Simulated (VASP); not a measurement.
Wanted: the native input for a VASP 6.6.1 run.

```yaml
Task: single point
Functional: PBE
Dispersion: D3(BJ)
Potentials_or_basis: VASP PAW PBE potentials, release 64 (C)
Cutoff: 520 eV
k_mesh: 7 × 11 × 3
Occupations: gaussian, width 0.05 eV
Spin: no spin polarisation
Dipole_correction: no
Further_INCAR_settings: ALGO = Normal; EDIFF = 1e-06; NBANDS = 31
```

The structure of C lies in POSCAR:

```
C
1.0
    0.0000000000      1.4231463890     -3.3609366400
   -2.4649618524      0.0000000000      0.0000000000
    0.4108269754     10.5675550198      1.2762808328
C
10
Direct
    0.0164405620      1.5387913330      0.8327479979
    0.7245287597      0.4106720551      0.0640323308
    0.7975067103      0.9427018746      0.2562112476
   -0.1295153391      0.4747316941      0.4483901644
   -0.0565373886      1.0067615135      0.6405690811
    0.7484491908      0.9213577643      0.1281465860
   -0.1785728586      0.4533875838      0.3203255027
   -0.1055949081      0.9854174033      0.5125044195
   -0.0326169575      0.5174472227      0.7046833363
    0.0403609931      1.0494770422      0.8968622531
```

These files were run (other wordings do the same):

INCAR

```
  PREC = Accurate
  ENCUT = 520
  EDIFF = 1E-6
  ISMEAR = 0
  SIGMA = 0.05
  LREAL = False
  LASPH = True
  NELM = 80
  ALGO = Normal
  ISIF = 2
  LWAVE = False
  LCHARG = False
  GGA = PE
  IVDW = 12
  NBANDS = 31
```

KPOINTS

```
regular mesh
0
Gamma
  7 11 3
```

Potentials or basis: VASP PAW PBE potentials, release 64 (C).

The run is started by

```bash
$ cat potpaw_PBE.64/C/POTCAR > POTCAR
$ mpirun -np 1 vasp_std > vasp.out
```

Results of the run:

```json
{
  "Pressure": "-1.1 GPa",
  "Largest force": "4.464 eV/Å",
  "Dispersion energy per atom": "-0.153 eV"
}
```

Caveat: forces of over 1 eV/Å act on the atoms, so gaps and moduli don't describe the material at rest.

Run time: 4.9 min on 1 thread of Intel(R) Xeon(R) Platinum 8259CL CPU @ 2.50GHz (Skylake/Cascade Lake) (shared host), peak memory 0.33 GiB.
